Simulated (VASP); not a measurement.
Write the native input for VASP 6.6.1 that does the following.

```
Task                   : single point
Functional             : PBEsol
Potentials or basis    : VASP PAW PBE potentials, release 64 (Ba_sv, S)
Cutoff                 : 520 eV
k mesh                 : 6 × 6 × 6
Occupations            : gaussian, width 0.01 eV
Spin                   : no spin polarisation
Dipole correction      : no
Further INCAR settings : ALGO = Normal; EDIFF = 1e-06; NBANDS = 15
```

The structure of BaS lies in POSCAR:

```
BaS
1.0
    0.0000000000      3.3167056076      3.3167056076
    3.3167056076      0.0000000000      3.3167056076
    3.3167056076      3.3167056076      0.0000000000
Ba S
1 1
Direct
    0.0000000000      0.0000000000      0.0000000000
    0.5000000000      0.5000000000      0.5000000000
```

The input as run:

INCAR

```
PREC = Accurate
ENCUT = 520
EDIFF = 1E-6
ISMEAR = 0
SIGMA = 0.01
LREAL = False
LASPH = True
NELM = 60
ALGO = Normal
ISIF = 2
LWAVE = False
LCHARG = False
GGA = PS
NBANDS = 15
```

KPOINTS

```
Automatic mesh
0
Gamma
  6 6 6
```

Potentials or basis: VASP PAW PBE potentials, release 64 (Ba_sv, S).

The run is started by

```sh
$ cat potpaw_PBE.64/Ba_sv/POTCAR potpaw_PBE.64/S/POTCAR > POTCAR
$ mpirun -np 1 vasp_std > vasp.out
```

Results of the run:

| Quantity | Value |
| --- | --- |
| Pressure | -4.3 GPa |
| Band gap on the k mesh | 2.15 eV, indirect (least direct gap 2.34 eV) |

Caveat: the PAW data sets were made with another functional, which shifts forces and pressure a little; spin-orbit coupling is left out, which moves the levels of the heavy elements.

Run time: 7.4 s on 1 thread of Intel(R) Xeon(R) 6975P-C (Granite Rapids), on a shared host, peak memory 0.21 GiB.
